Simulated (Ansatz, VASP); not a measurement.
# ZrTi3O8 in VASP and in Ansatz

```xyz
12
Lattice="3.8582 0.0000 0.0000 0.0000 3.8582 0.0000 0.0000 0.0000 9.9792" Properties=species:S:1:pos:R:3 pbc="T T T"
Zr    1.9291    1.9291    4.9896
Ti    0.0000    0.0000    0.0000
Ti    0.0000    1.9291    2.3605
Ti    1.9291    0.0000    7.6187
O     0.0000    1.9291    4.3719
O     1.9291    0.0000    9.5909
O     0.0000    0.0000    1.9820
O     1.9291    1.9291    7.2002
O     0.0000    1.9291    0.3883
O     1.9291    0.0000    5.6073
O     0.0000    0.0000    7.9972
O     1.9291    1.9291    2.7790
```

Alike in both runs: functional PBE; k mesh 8 × 8 × 4; occupations gaussian, width 0.02 eV; no spin polarisation.

Ansatz relaxed the structure, and its values are those at the end. VASP's run is a single point on that final structure, the one shown.

|  | VASP | Ansatz |
| --- | --- | --- |
| version | VASP 6.6.1 | Ansatz 0.2.0 |
| potentials or method | VASP PAW PBE potentials, release 64 (Zr_sv, Ti_sv, O), cutoff 520 eV | scalar-relativistic, plane waves, PAW |
| valence electrons in the cell | 96 | 96 |

```csv
,VASP,Ansatz,Ansatz less VASP
gap on the k mesh at the Fermi level (eV),2.08,2.10,+0.022
least direct gap on the mesh (eV),2.21,2.23,+0.020
pressure (GPa),0.6,0.0,-0.55
rms of the force components (eV/Å),0.011,0.001,-0.0099
```

The functional is the same, so the differences come from potentials, cutoffs and numerics.
